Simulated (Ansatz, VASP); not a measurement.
**Two plane-wave programs on Rh**

```xyz
2
Lattice="2.5955 0.0000 0.0000 -1.2977 2.2478 0.0000 0.0000 0.0000 4.1747" Properties=species:S:1:pos:R:3 pbc="T T T"
Rh    1.2977    0.7493    3.1310
Rh    0.0000    1.4985    1.0437
```

Change from the starting cell: strain -0.040 along x and y, -0.040 along z, atoms carried along.

Alike in both runs: task single point; functional r2SCAN; k mesh 24 × 24 × 14; occupations gaussian, width 0.15 eV; no spin polarisation.

|  | VASP | Ansatz |
| --- | --- | --- |
| version | VASP 6.6.1 | Ansatz 0.2.0 |
| potentials or method | VASP PAW PBE potentials, release 64 (Rh_pv), cutoff 520 eV | scalar-relativistic, plane waves, PAW |
| valence electrons in the cell | 30 | 34 |

|  | VASP | Ansatz | Ansatz less VASP |
| --- | --- | --- | --- |
| gap on the k mesh at the Fermi level (eV) | none | none | - |
| pressure (GPa) | 49.1 | 46.9 | -2.15 |
| traceless stress, the component that is largest in VASP (GPa) | 1.82 | 1.74 | -0.082 |

VASP's potentials were made for PBE, not for r2SCAN. A gap of «none» marks a metal or a gap that the smearing closes. Both programs put the cell under a high pressure, so it lies far from rest at this level. With one functional, cell and mesh, what is left measures potentials, basis and numerics. VASP's potentials hold 30 valence electrons a cell and Ansatz's 34, so a difference there can come from the potentials and not from the codes.
